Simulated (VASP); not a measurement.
Here is a VASP 6.6.1 calculation.

Contents of INCAR:

```
ALGO = Fast
EDIFF = 1E-6
EDIFFG = -0.005
ENCUT = 600
GGA = PE
IBRION = 2
ISIF = 3
ISMEAR = 0
LASPH = T
LCHARG = F
LREAL = F
LWAVE = F
NELM = 60
NSW = 100
PREC = Accurate
SIGMA = 0.1
```

The input KPOINTS:

```
k-points
0
Gamma
  12 12 14
```

The input POSCAR:

```
Hf
1.0
    4.9623295440      0.0000000000      0.0000000000
   -2.4811647720      4.2975034470      0.0000000000
    0.0000000000      0.0000000000      3.0862322500
Hf
3
Direct
    0.6666666700      0.3333333300      0.5000000000
    0.3333333300      0.6666666700      0.5000000000
    0.0000000000      0.0000000000      0.0000000000
```

Potentials or basis: VASP PAW PBE potentials, release 64 (Hf_pv).

Run with:

```bash
$ cat potpaw_PBE.64/Hf_pv/POTCAR > POTCAR
$ mpirun -np 1 vasp_std > vasp.out
```

What does it give for the band gap on the k mesh?

Zero (bands 15 and 16 overlap by 0.96 eV).

Estimate the space group after relaxing (to 0.1 Å).

P6/mmm (No. 191).

What does it give for the relaxed volume?

22.22 Å³/atom.

Step by step:
```csv
step,energy change (eV),largest force (eV/Å),pressure (GPa),volume (Å³)
1,0.0000,0.0000,1.43,65.82
2,0.0014,0.0000,-1.62,67.70
3,-0.0038,0.0000,0.06,66.68
4,-0.0038,0.0000,-0.06,66.72
5,-0.0038,0.0000,-0.04,66.70
6,-0.0039,0.0000,0.04,66.65
7,-0.0039,0.0000,0.03,66.66
```

Caveat: spin-orbit coupling is left out, which moves the levels of the heavy elements.
